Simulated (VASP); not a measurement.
# Lu2SiNF2 (P4mm) in VASP: further runs, part 2 of 2

VASP 6.6.1. The steps go on from the part before.

## 4. Single point, PBE

This run uses another cell than the first one, of 14.97 Å³/atom.

The input, INCAR:

```
SYSTEM = Lu2SiNF2
PREC = Accurate
ENCUT = 520
EDIFF = 1E-6
ISMEAR = 0
SIGMA = 0.1
LREAL = .FALSE.
LASPH = .TRUE.
NELM = 80
ALGO = Normal
ISIF = 2
LWAVE = .FALSE.
LCHARG = .TRUE.
GGA = PE
LELF = .TRUE.
LVHAR = .TRUE.
NBANDS = 46
```

The input, KPOINTS:

```
regular mesh
0
G
  12 12 6
  0 0 0
```

The input, POSCAR:

```
Lu2SiNF2
1.0
    3.3825526736      0.0000000000      0.0000000000
    0.0000000000      3.3825526736      0.0000000000
    0.0000000000      0.0000000000      7.8485549150
Lu Si N F
2 1 1 2
Direct
    0.0000000000      0.0000000000      0.7765852858
    0.5000000000      0.5000000000      0.4057776743
    0.0000000000      0.0000000000      0.1999153839
    0.5000000000      0.5000000000      0.6662647816
    0.5000000000      0.0000000000      0.9750279572
    0.0000000000      0.5000000000      0.9750279572
```

Potentials or basis: VASP PAW PBE potentials, release 64 (Lu, Si, N, F).

On the command line:

```bash
$ cat potpaw_PBE.64/Lu/POTCAR potpaw_PBE.64/Si/POTCAR potpaw_PBE.64/N/POTCAR potpaw_PBE.64/F/POTCAR > POTCAR
$ mpirun -np 1 vasp_std > vasp.out
```

OUTCAR:

```text
SYSTEM = Lu2SiNF2
   PREC = Accurate
   ENCUT = 520
   EDIFF = 1E-6
   ISMEAR = 0
   LREAL = .FALSE.
   LASPH = .TRUE.
   NELM = 80
   ISIF = 2
   GGA = PE

 ion  position               nearest neighbor table
   1  0.000  0.000  0.777-   5 2.30   6 2.30   6 2.30   5 2.30   4 2.54   4 2.54   4 2.54   4 2.54
                             3 3.32   2 3.77   2 3.77   2 3.77   2 3.77
   2  0.500  0.500  0.406-   4 2.04   3 2.89   3 2.89   3 2.89   3 2.89   1 3.77   1 3.77   1 3.77
                             1 3.77
   3  0.000  0.000  0.200-   5 2.44   6 2.44   6 2.44   5 2.44   2 2.89   2 2.89   2 2.89   2 2.89
                             1 3.32
   4  0.500  0.500  0.666-   2 2.04   1 2.54   1 2.54   1 2.54   1 2.54
[... 1387 lines left out ...]
  Total        0.1831525      0.1831525      0.4303737      0.0000000      0.0000000      0.0000000
  in kB        3.2677173      3.2677173      7.6785187      0.0000000      0.0000000      0.0000000
  external PRESSURE =       4.7379845 kB  Pullay stress =       0.0000000 kB

 VOLUME and BASIS-vectors are now :
 -----------------------------------------------------------------------------
  energy-cutoff  :      520.00
  volume of cell :       89.80
      direct lattice vectors                 reciprocal lattice vectors
     3.382552674  0.000000000  0.000000000     0.295634716  0.000000000  0.000000000
     0.000000000  3.382552674  0.000000000     0.000000000  0.295634716  0.000000000
     0.000000000  0.000000000  7.848554915     0.000000000  0.000000000  0.127411990

 POSITION                                       TOTAL-FORCE (eV/Angst)
 -----------------------------------------------------------------------------------
      0.00000      0.00000      6.09507         0.000000      0.000000     -0.103442
      1.69128      1.69128      3.18477         0.000000     -0.000000     -0.105880
      0.00000      0.00000      1.56905         0.000000      0.000000     -0.016105
      1.69128      1.69128      5.22922         0.000000      0.000000      0.100026
      1.69128      0.00000      7.65256         0.000000      0.000000      0.062700
      0.00000      1.69128      7.65256         0.000000      0.000000      0.062700
 -----------------------------------------------------------------------------------
    total drift:                                0.000000     -0.000000      0.000221

  FREE ENERGIE OF THE ION-ELECTRON SYSTEM (eV)
  ---------------------------------------------------
  free  energy   TOTEN  =       -35.2481065392 eV

  energy  without entropy=      -35.2354715446  energy(sigma->0) =      -35.24178904
```

OSZICAR:

```text
N       E                     dE             d eps       ncg     rms          rms(c)
DAV:   1     0.645980151564E+03    0.64598E+03   -0.29187E+04 15994   0.510E+03
DAV:   2     0.772864606020E+02   -0.56869E+03   -0.53643E+03 12844   0.812E+02
DAV:   3    -0.287667595904E+02   -0.10605E+03   -0.10274E+03 11580   0.198E+02
DAV:   4    -0.399297856465E+02   -0.11163E+02   -0.11051E+02 15254   0.589E+01
DAV:   5    -0.407293394386E+02   -0.79955E+00   -0.79790E+00 17240   0.125E+01    0.153E+01
DAV:   6    -0.351383376545E+02    0.55910E+01   -0.19111E+01 18948   0.589E+01    0.644E+00
DAV:   7    -0.353636413068E+02   -0.22530E+00   -0.66484E+00 14882   0.164E+01    0.431E+00
DAV:   8    -0.352715838650E+02    0.92057E-01   -0.55275E-01 17926   0.166E+01    0.199E+00
DAV:   9    -0.352465300014E+02    0.25054E-01   -0.18359E-01 16240   0.423E+00    0.361E-01
DAV:  10    -0.352480773838E+02   -0.15474E-02   -0.46437E-02 15550   0.273E+00    0.251E-01
DAV:  11    -0.352479647784E+02    0.11261E-03   -0.67701E-03 16218   0.597E-01    0.150E-01
DAV:  12    -0.352481434778E+02   -0.17870E-03   -0.16363E-03 16298   0.486E-01    0.509E-02
DAV:  13    -0.352481216394E+02    0.21838E-04   -0.32523E-04 15556   0.212E-01    0.329E-02
DAV:  14    -0.352481069193E+02    0.14720E-04   -0.17535E-04 16390   0.161E-01    0.143E-02
DAV:  15    -0.352481054081E+02    0.15112E-05   -0.28592E-05 15330   0.509E-02    0.476E-03
DAV:  16    -0.352481065825E+02   -0.11744E-05   -0.55188E-06 12082   0.157E-02    0.261E-03
DAV:  17    -0.352481065392E+02    0.43292E-07   -0.60333E-07  7272   0.105E-02
   1 F= -.35248107E+02 E0= -.35241789E+02  d E =-.126350E-01
```

stdout:

```text
POSCAR found type information on POSCAR LuSiN F
 POSCAR found :  4 types and       6 ions
 scaLAPACK will be used
 LDA part: xc-table for (Slater+PW92), standard interpolation
 POSCAR, INCAR and KPOINTS ok, starting setup
 FFT: planning ... GRIDC
 FFT: planning ... GRID_SOFT
 FFT: planning ... GRID
 WAVECAR not read
 entering main loop
```

Wall time 6.1 min (1 thread of AMD EPYC 9R45 (Zen 5), shared host); peak memory 0.49 GiB.

What came out:

```yaml
Free_energy: -35.2481 eV
Pressure: 0.5 GPa
Largest_force: 0.106 eV/Å
Band_gap_on_the_k_mesh: zero (an odd number of electrons rules out a gap without spin polarisation)
```

Forces in eV/Å, atoms in the order of the input:
```
Lu   0.000  0.000 -0.103
Lu   0.000  0.000 -0.106
Si   0.000  0.000 -0.016
N    0.000  0.000  0.100
F    0.000  0.000  0.063
F    0.000  0.000  0.063
```

Stress tensor (GPa, compression positive):
```
0.33 0.00 0.00
0.00 0.33 0.00
0.00 0.00 0.77
```

Levels at points of the mesh, in eV from the Fermi level:
```
           k point  band 34  band 35  band 36  band 37  band 38  band 39
(0.00, 0.00, 0.00)    -0.87    -0.52    -0.52     0.45     2.11     2.14
(0.50, 0.00, 0.00)    -2.54    -0.97    -0.57     0.88     1.46     1.74
(0.50, 0.50, 0.00)    -2.19    -1.36    -1.20    -1.20     0.01     3.96
(0.00, 0.00, 0.50)    -1.42    -0.54    -0.54     0.52     2.19     2.19
(0.50, 0.00, 0.50)    -2.69    -0.96    -0.48     1.34     1.63     1.78
(0.50, 0.50, 0.50)    -2.19    -1.24    -1.24    -1.16     0.28     3.55
```

Caveat: spin-orbit coupling is left out, which moves the levels of the heavy elements; an odd number of electrons without spin polarisation forces a metal; a magnetic or distorted state may lie lower.

## 5. Summary

```tsv
cell	k mesh	gap on the mesh (eV)	pressure (GPa)	largest force (eV/Å)
a = 3.616, b = 3.616, c = 6.183 Å, 6 atoms, atomic positions A	6 × 6 × 4	none	16.0	8.08
a = 3.381, b = 3.381, c = 7.836 Å, 6 atoms, atomic positions B	6 × 6 × 4	none	0.5	0.10
a = 3.383, b = 3.383, c = 7.849 Å, 6 atoms, atomic positions B	12 × 12 × 6	none	0.5	0.11
```

Alike in all rows: task single point; level PBE; potentials or basis VASP PAW PBE potentials, release 64 (Lu, Si, N, F); no spin polarisation; cutoff (eV) 520; smearing gaussian 0.1 eV.

Caveats: spin-orbit coupling is left out, which moves the levels of the heavy elements; an odd number of electrons without spin polarisation forces a metal; a magnetic or distorted state may lie lower; the cell stands under pressure (at least some runs).

Total energies depend on the potentials used, so only differences within one code and one set of settings carry meaning.
